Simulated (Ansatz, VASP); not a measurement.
## Mg in VASP and in Ansatz

Contents of INCAR:

```
SYSTEM = Mg
PREC = Accurate
ENCUT = 520
EDIFF = 1E-7
ISMEAR = 0
SIGMA = 0.1
LREAL = .False.
LASPH = .True.
NELM = 80
ALGO = Normal
ISIF = 2
LWAVE = .False.
LCHARG = .True.
GGA = PS
LELF = .True.
LVHAR = .True.
NBANDS = 12
```

The input KPOINTS:

```
Automatic mesh
0
Gamma
  6 6 2
  0 0 0
```

The input POSCAR:

```
Mg
1.0
    3.3446218861      0.0000000000      0.0000000000
   -1.6723109431      2.8965275194      0.0000000000
    0.0000000000      0.0000000000     10.9524839560
Mg
4
Direct
    0.0000000000      0.0000000000      0.0000000000
    0.3333333333      0.6666666667      0.2500000000
    0.0000000000      0.0000000000      0.5000000000
    0.6666666667      0.3333333333      0.7500000000
```

Input for Ansatz:

```yaml
crystal:
  lattice:
    - [3.3446218861, 0.0, 0.0]
    - [-1.6723109431, 2.8965275194, 0.0]
    - [0.0, 0.0, 10.952483956]
  atoms:
    - { symbol: Mg, position: [0.0, 0.0, 0.0] }
    - { symbol: Mg, position: [0.3333333333, 0.6666666667, 0.25] }
    - { symbol: Mg, position: [0.0, 0.0, 0.5] }
    - { symbol: Mg, position: [0.6666666667, 0.3333333333, 0.75] }
basis:
  ecutwfc: 420
kpoints:
  mp_grid: { grid: [6, 6, 2] }
hamiltonian:
  xc: pbesol
scf:
  occupations: { method: gaussian, width: 0.1 }
output:
  forces: true
  stress: true
  eigenvalues: true
```

Alike in both runs: task single point; functional PBEsol; k mesh 6 × 6 × 2; occupations gaussian, width 0.1 eV; no spin polarisation.

|  | VASP | Ansatz |
| --- | --- | --- |
| version | VASP 6.6.1 | Ansatz 0.2.0 |
| potentials or method | VASP PAW PBE potentials, release 64 (Mg), cutoff 520 eV | scalar-relativistic, plane waves, PAW |
| valence electrons in the cell | 8 | 40 |

```tsv
	VASP	Ansatz	Ansatz less VASP
gap on the k mesh at the Fermi level (eV)	none	none	-
pressure (GPa)	-4.5	-4.4	+0.08
traceless stress, the component that is largest in VASP (GPa)	-0.09	-0.09	-0.004
```

VASP's potentials were made for PBE, not for PBEsol. A gap of «none» marks a metal or a gap that the smearing closes. VASP's potentials hold 8 valence electrons a cell and Ansatz's 40, so a difference there can come from the potentials and not from the codes.

The k mesh is coarse, so the values compare programs but aren't converged.
